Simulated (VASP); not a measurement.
Input of a VASP 6.6.1 run:

POSCAR

```
SiC2
1.0
    2.9232701693      0.0000000000      0.0000000000
   -1.4616350847      2.5316262288      0.0000000000
    0.0000000000      0.0000000000      7.4136177446
C Si
4 2
Direct
    0.6666666667      0.3333333333      0.5367424683
    0.3333333333      0.6666666667      0.2555560122
    0.3333333333      0.6666666667      0.4632575317
    0.6666666667      0.3333333333      0.7444439878
    0.0000000000      0.0000000000      0.8389089478
    0.0000000000      0.0000000000      0.1610910522
```

File INCAR.step1:

```
PREC = Accurate ; ENCUT = 520
ISMEAR = -1 ; SIGMA = 0.02
LREAL = False ; LASPH = True
NELM = 80 ; NBANDS = 21
GGA = PE ; ALGO = Normal
EDIFF = 1E-4 ; LWAVE = True
LCHARG = False
```

The input INCAR.step2:

```
PREC = Accurate ; ENCUT = 520
EDIFF = 1E-6 ; ISMEAR = -1
SIGMA = 0.02 ; LREAL = False
LASPH = True ; NELM = 80
ALGO = Normal ; ISIF = 2
LWAVE = False ; LCHARG = True
METAGGA = R2SCAN ; LMIXTAU = True
LELF = True ; LVHAR = True
NBANDS = 21 ; ISTART = 1
```

KPOINTS

```
Automatic mesh
0
Gamma
  12 12 4
```

Potentials or basis: VASP PAW PBE potentials, release 64 (C, Si).

Command:

```bash
$ cat potpaw_PBE.64/C/POTCAR potpaw_PBE.64/Si/POTCAR > POTCAR
$ cp INCAR.step1 INCAR
$ mpirun -np 1 vasp_std > vasp.out
$ cp INCAR.step2 INCAR
$ mpirun -np 1 vasp_std > vasp.out
```

(1) Predict the band gap on the k mesh.

(2) Predict the largest force.

Results:

(1) 0.50 eV (least direct gap 2.56 eV).

(2) 0.080 eV/Å.

Caveat: the PAW data sets were made with another functional, which shifts forces and pressure a little.
